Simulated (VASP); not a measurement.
# Ba3W (P1) in VASP: single point with PBE

Aim: the single point of Ba3W with PBE.

All numbers are computed with VASP 6.6.1; they aren't measurements. Logs are shortened: lines on timing, memory, paths and dates and some standing lists are left out, and cuts for length are marked.

### Step 1. The cell of the first run

The typed cell holds 8 atoms: a = 6.087 Å, b = 6.087 Å, c = 12.174 Å, α = 90.00°, β = 90.00°, γ = 90.00°.

### Step 2. Single point, PBE

Input file INCAR:

```
SYSTEM = Ba3W
PREC = Accurate ; ENCUT = 500
EDIFF = 1E-6 ; ISMEAR = 0
SIGMA = 0.1 ; LREAL = .FALSE.
LASPH = .TRUE. ; NELM = 120
ALGO = Normal ; ISIF = 2
LWAVE = .FALSE. ; LCHARG = .TRUE.
GGA = PE ; LELF = .TRUE.
LVHAR = .TRUE. ; NBANDS = 54
GGA_COMPAT = .FALSE.
```

Input file KPOINTS:

```
Automatic mesh
0
G
  4 4 2
  0 0 0
```

Input file POSCAR:

```
Ba3W
1.0
   -0.0001151245      6.0871663574      0.0000023166
    0.0001297074      0.0000005379      6.0868436583
   12.1742305541     -0.0002303043      0.0002598471
Ba W
6 2
Direct
   -0.0001547700      0.0001160678      0.2499943632
    0.0000930529      0.9998781495      0.7499908059
    0.4991056757     -0.0004176809      0.5000382801
    0.5008678063      0.0004392040      0.9999657011
   -0.0013321037      0.4997193885      0.5000241376
    0.0013959774      0.5002713417     -0.0000189343
    0.0011766018      0.0003654184     -0.0000124655
   -0.0011522404     -0.0003718890      0.5000181119
```

Potentials or basis: VASP PAW PBE potentials, release 64 (Ba_sv, W_sv).

Command:

```
$ cat potpaw_PBE.64/Ba_sv/POTCAR potpaw_PBE.64/W_sv/POTCAR > POTCAR
$ mpirun -np 1 vasp_std > vasp.out
```

OUTCAR:

```text
SYSTEM = Ba3W
   PREC = Accurate
   ENCUT = 500
   EDIFF = 1E-6
   ISMEAR = 0
   LREAL = .FALSE.
   LASPH = .TRUE.
   NELM = 120
   ISIF = 2
   GGA = PE

 ion  position               nearest neighbor table
   1  1.000  0.000  0.250-   7 3.04   8 3.04   4 4.30   3 4.30   5 4.30   6 4.30   6 4.30   5 4.31
                             3 4.31   4 4.31
   2  0.000  1.000  0.750-   8 3.04   7 3.04   3 4.30   4 4.30   6 4.30   5 4.30   5 4.30   6 4.31
                             4 4.31   3 4.31
   3  0.499  1.000  0.500-   8 3.04   8 3.05   2 4.30   1 4.30   5 4.30   5 4.30   5 4.31   5 4.31
                             1 4.31   2 4.31
   4  0.501  0.000  1.000-   7 3.04   7 3.05   1 4.30   2 4.30   6 4.30   6 4.30   6 4.31   6 4.31
                             2 4.31   1 4.31
   5  0.999  0.500  0.500-   8 3.04   8 3.04   3 4.30   1 4.30   3 4.30   2 4.30   2 4.30   3 4.31
                             1 4.31   3 4.31
   6  0.001  0.500  1.000-   7 3.04   7 3.04   4 4.30   2 4.30   4 4.30   1 4.30   1 4.30   4 4.31
                             2 4.31   4 4.31
   7  0.001  0.000  1.000-   4 3.04   6 3.04   2 3.04   1 3.04   6 3.04   4 3.05
   8  0.999  1.000  0.500-   3 3.04   5 3.04   2 3.04   1 3.04   5 3.04   3 3.05

  LATTYP: Found a base centered monoclinic cell.
 ALAT       =    35.4934007786
 B/A-ratio  =     0.2425330579
 C/A-ratio  =     0.4200854583
 COS(beta)  =    -0.9801962894

  Lattice vectors:

 A1 = ( -12.1741300125, -12.1741029484,  -6.0871081386)
 A2 = ( -12.1743748444,  -6.0869371289, -12.1739494803)
 A3 = (  12.1742451370,   6.0869365910,   6.0871058220)

Analysis of symmetry for initial positions (statically):
=====================================================================
 Subroutine PRICEL returns:
 Original cell was already a primitive cell.

 Routine SETGRP: Setting up the symmetry group for a
 base centered monoclinic supercell.

 Subroutine GETGRP returns: Found  1 space group operations
 (whereof  1 operations were pure point group operations)
 out of a pool of  4 trial point group operations.

The static configuration has the point symmetry C_1 .

Analysis of symmetry for dynamics (positions and initial velocities):
=====================================================================
 Subroutine PRICEL returns:
 Original cell was already a primitive cell.

 Routine SETGRP: Setting up the symmetry group for a
 base centered monoclinic supercell.

 Subroutine GETGRP returns: Found  1 space group operations
 (whereof  1 operations were pure point group operations)
 out of a pool of  4 trial point group operations.

The dynamic configuration has the point symmetry C_1 .

 Subroutine INISYM returns: Found  1 space group operations
 (whereof  1 operations are pure point group operations),
 and found     1 'primitive' translations

----------------------------------------------------------------------------------------

                                     Primitive cell

  volume of cell :     451.0751

  direct lattice vectors                    reciprocal lattice vectors
    -0.000115124  6.087166357  0.000002317     0.000003108  0.164280051 -0.000000015
     0.000129707  0.000000538  6.086843658    -0.000003507 -0.000000063  0.164288761
    12.174230554 -0.000230304  0.000259847     0.082140715  0.000001553 -0.000001750

  length of vectors
     6.087166358  6.086843660 12.174230559     0.164280051  0.164288761  0.082140715

  position of ions in fractional coordinates (direct lattice)
     0.999845230  0.000116068  0.249994363
     0.000093053  0.999878149  0.749990806
     0.499105676  0.999582319  0.500038280
     0.500867806  0.000439204  0.999965701
     0.998667896  0.499719388  0.500024138
     0.001395977  0.500271342  0.999981066
     0.001176602  0.000365418  0.999987535
     0.998847760  0.999628111  0.500018112

  ion indices of the primitive-cell ions
   primitive index   ion index
                 1           1
                 2           2
                 3           3
                 4           4
                 5           5
                 6           6
                 7           7
                 8           8

----------------------------------------------------------------------------------------

 KPOINTS: Automatic mesh

Automatic generation of k-mesh.
 Grid dimensions read from file:
 generate k-points for:    4    4    2

 Generating k-lattice:

  Cartesian coordinates                     Fractional coordinates (reciprocal lattice)
     0.000000777  0.041070013 -0.000000004     0.250000000  0.000000000  0.000000000
    -0.000000877 -0.000000016  0.041072190     0.000000000  0.250000000  0.000000000
     0.041070357  0.000000777 -0.000000875     0.000000000  0.000000000  0.500000000

  Length of vectors
     0.041070013  0.041072190  0.041070357

  Shift w.r.t. Gamma in fractional coordinates (k-lattice)
     0.000000000  0.000000000  0.000000000

 Subroutine IBZKPT returns following result:
 ===========================================

 Found     20 irreducible k-points:

 Following reciprocal coordinates:
            Coordinates               Weight
  0.000000  0.000000  0.000000      1.000000
  0.250000 -0.000000  0.000000      2.000000
  0.500000 -0.000000  0.000000      1.000000
 -0.000000  0.250000 -0.000000      2.000000
  0.250000  0.250000 -0.000000      2.000000
 -0.250000  0.250000 -0.000000      2.000000
[... 12 lines left out ...]
  0.250000  0.500000  0.500000      2.000000
  0.500000  0.500000  0.500000      1.000000
   k-points           NKPTS =     20   k-points in BZ     NKDIM =     20   number of bands    NBANDS=     54
   number of dos      NEDOS =    301   number of ions     NIONS =      8
   total plane-waves  NPLWV = 207360
   dimension x,y,z NGX =    48 NGY =   48 NGZ =   90
   dimension x,y,z NGXF=    96 NGYF=   96 NGZF=  180
   ions per type =               6   2
   NGX,Y,Z   is equivalent  to a cutoff of  13.11, 13.11, 12.29 a.u.
   NGXF,Y,Z  is equivalent  to a cutoff of  26.22, 26.22, 24.58 a.u.
 SYSTEM =  Ba3W
   PREC   = accura    normal or accurate (medium, high low for compatibility)
   ISTART =      0    job   : 0-new  1-cont  2-samecut
   ICHARG =      2    charge: 1-file 2-atom 10-const
   ISPIN  =      1    spin polarized calculation?
   LNONCOLLINEAR =      F non collinear calculations
   LSORBIT =      F    spin-orbit coupling
   LASPH  =      T    aspherical Exc in radial PAW
   ENCUT  =  500.0 eV  36.75 Ry    6.06 a.u.  11.10 11.10 22.20*2*pi/ulx,y,z
   NELM   =    120;   NELMIN=  2; NELMDL= -5     # of ELM steps
   EDIFF  = 0.1E-05   stopping-criterion for ELM
   LREAL  =      F    real-space projection
   EDIFFG = 0.1E-04   stopping-criterion for IOM
   NSW    =      0    number of steps for IOM
   IBRION =     -1    ionic relax: 0-MD 1-quasi-New 2-CG
   NFREE  =      0    steps in history (QN), initial steepest desc. (CG)
   ISIF   =      2    stress and relaxation
   ISYM   =      2    0-nonsym 1-usesym 2-fastsym
   POTIM  = 0.5000    time-step for ionic-motion
   TEBEG  =    0.0;   TEEND  =   0.0 temperature during run
   PSTRESS=    0.0 pullay stress
   NELECT =      88.0000    total number of electrons
   NUPDOWN=      -1.0000    fix difference up-down
   EMIN   =  10.00;   EMAX   =-10.00  energy-range for DOS
   EFERMI =   0.00;   METHOD = LEGACY
   ISMEAR =     0;   SIGMA  =   0.10  broadening in eV -4-tet -1-fermi 0-gaus
   EFERMI_NEDOS =   21; number of points for ismear=-14 and -15
   IALGO  =     38    algorithm
   IMIX   =      4    mixing-type and parameters
     AMIX     =   0.40;   BMIX     =  1.00
     AMIX_MAG =   1.60;   BMIX_MAG =  1.00
  volume/ion in A,a.u.               =      56.38       380.50
  Fermi-wavevector in a.u.,A,eV,Ry     =   0.949481  1.794258 12.265835  0.901513
  Thomas-Fermi vector in A             =   2.077768
   LORBIT       =      0    0 simple, 1 ext, 2 COOP (PROOUT), +10 PAW based schemes
   GGA     = PE    functional components
   LHFCALC =     F    Hartree Fock is set to
   AEXX    =    0.0000 exact exchange contribution
   IVDW    =     0    specifies the selected vdW correction
   LEPSILON=     F    determine dielectric tensor
   LRPA    =     F    only Hartree local field effects (RPA)
 non-spin polarized calculation
 Gauss-broadening in eV      SIGMA  =   0.10
  energy-cutoff  :      500.00
  volume of cell :      451.08
 maximum number of plane-waves:     11544
 NGX is ok and might be reduce to    48
   NGX = 23   NGY = 23   NGZ = 45

 number of electron      87.9999986 magnetization

 Free energy of the ion-electron system (eV)
  ---------------------------------------------------
  ext. energy  EPLUGINS =         0.00000000
  ---------------------------------------------------
  free energy    TOTEN  =       -27.91287820 eV

  energy without entropy =      -27.83746100  energy(sigma->0) =      -27.87516960

 E-fermi :   1.3397     XC(G=0):  -7.2696

 val. band max:        1.3240290079   @ k =   0.5000   0.5000   0.5000
 cond. band min:       1.3534686247   @ k =   0.5000  -0.0000   0.0000
 fundamental gap:      0.0294396168
 Fermi energy:         1.3396715524

 k-point     1 :       0.0000    0.0000    0.0000
  band No.  band energies     occupation
      1     -71.4962      2.00000
      2     -71.4962      2.00000
      3     -35.7693      2.00000
      4     -35.7676      2.00000
      5     -35.7676      2.00000
      6     -35.7676      2.00000
[... 46 lines left out ...]
     53       3.3787      0.00000
     54       3.8915      0.00000

 k-point     2 :       0.2500   -0.0000    0.0000
  band No.  band energies     occupation
      1     -71.4962      2.00000
      2     -71.4962      2.00000
      3     -35.7693      2.00000
      4     -35.7685      2.00000
      5     -35.7685      2.00000
      6     -35.7676      2.00000
[... 46 lines left out ...]
     53       3.0583      0.00000
     54       3.1488      0.00000
[... 967 lines left out ...]
     53       2.9673      0.00000
     54       2.9680      0.00000

 k-point    20 :       0.5000    0.5000    0.5000
  band No.  band energies     occupation
      1     -71.4962      2.00000
      2     -71.4962      2.00000
      3     -35.7693      2.00000
      4     -35.7693      2.00000
      5     -35.7693      2.00000
      6     -35.7693      2.00000
[... 46 lines left out ...]
     53       3.0459      0.00000
     54       3.0462      0.00000

------------------------ aborting loop because EDIFF is reached ----------------------------------------

  FORCE on cell =-STRESS in cart. coord.  units (eV):
  Direction    XX          YY          ZZ          XY          YZ          ZX
  --------------------------------------------------------------------------------------
  -------------------------------------------------------------------------------------
  Total        1.5289387      1.5275652      1.5322588      0.0006639     -0.0001345     -0.0007813
  in kB        5.4306499      5.4257713      5.4424426      0.0023582     -0.0004777     -0.0027752
  external PRESSURE =       5.4329546 kB  Pullay stress =       0.0000000 kB

 VOLUME and BASIS-vectors are now :
 -----------------------------------------------------------------------------
  energy-cutoff  :      500.00
  volume of cell :      451.08
      direct lattice vectors                 reciprocal lattice vectors
    -0.000115124  6.087166357  0.000002317     0.000003108  0.164280051 -0.000000015
     0.000129707  0.000000538  6.086843658    -0.000003507 -0.000000063  0.164288761
    12.174230554 -0.000230304  0.000259847     0.082140715  0.000001553 -0.000001750

 POSITION                                       TOTAL-FORCE (eV/Angst)
 -----------------------------------------------------------------------------------
      3.04337      6.08617      0.00077         0.000225      0.001186     -0.000864
      9.13069      0.00039      6.08630         0.000587     -0.000516      0.000774
      6.08765      3.03802      6.08443        -0.000642     -0.000402      0.000393
     12.17376      3.04864      0.00293         0.000462      0.001198     -0.000702
      6.08736      6.07894      3.04185        -0.000317      0.001468     -0.000235
     12.17406      0.00827      3.04533         0.000147     -0.001978      0.000406
     12.17408      0.00693      0.00248        -0.000229     -0.003867     -0.001023
      6.08735      6.08004      6.08471        -0.000233      0.002911      0.001251
 -----------------------------------------------------------------------------------
    total drift:                               -0.000017     -0.000043     -0.000019

  FREE ENERGIE OF THE ION-ELECTRON SYSTEM (eV)
  ---------------------------------------------------
  free  energy   TOTEN  =       -27.9128781986 eV

  energy  without entropy=      -27.8374609985  energy(sigma->0) =      -27.87516960
```

Run time: 21 min. Hardware: 1 thread of Intel Xeon 8259CL, shared host; peak memory 0.69 GiB.

What came out:

```
Free energy            : -27.9129 eV
Pressure               : 0.5 GPa
Largest force          : 0.004 eV/Å
Band gap on the k mesh : zero (bands 44 and 45 overlap by 0.58 eV)
```

Forces on the atoms (eV/Å):
```
Ba   0.000  0.001 -0.001
Ba   0.001 -0.001  0.001
Ba  -0.001  0.000  0.000
Ba   0.000  0.001 -0.001
Ba   0.000  0.001  0.000
Ba   0.000 -0.002  0.000
W    0.000 -0.004 -0.001
W    0.000  0.003  0.001
```

Caveat: spin-orbit coupling is left out, which moves the levels of the heavy elements.
